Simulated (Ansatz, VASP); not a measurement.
**CaO in VASP and in Ansatz**

```
Ca O
1.0
     2.89222    0.00000    0.00000
     0.00000    2.89222    0.00000
     0.00000    0.00000    2.89222
Ca O
1 1
Direct
  0.00000 0.00000 0.00000
  0.50000 0.50000 0.50000
```

Alike in both runs: task single point; functional r2SCAN; dispersion rVV10; k mesh 10 × 10 × 10; occupations fermi-dirac, width 0.03 eV; no spin polarisation.

|  | VASP | Ansatz |
| --- | --- | --- |
| version | VASP 6.6.1 | Ansatz 0.2.0 |
| potentials or method | VASP PAW PBE potentials, release 64 (Ca_sv, O) | plane waves, PAW |
| plane-wave cutoff (eV) | 520 | 500 |
| valence electrons in the cell | 16 | 16 |

|  | VASP | Ansatz | Ansatz less VASP |
| --- | --- | --- | --- |
| gap on the k mesh at the Fermi level (eV) | 3.26 | 3.25 | -0.002 |
| pressure (GPa) | 1.1 | 0.0 | -1.14 |

VASP's potentials were made for PBE, not for r2SCAN.
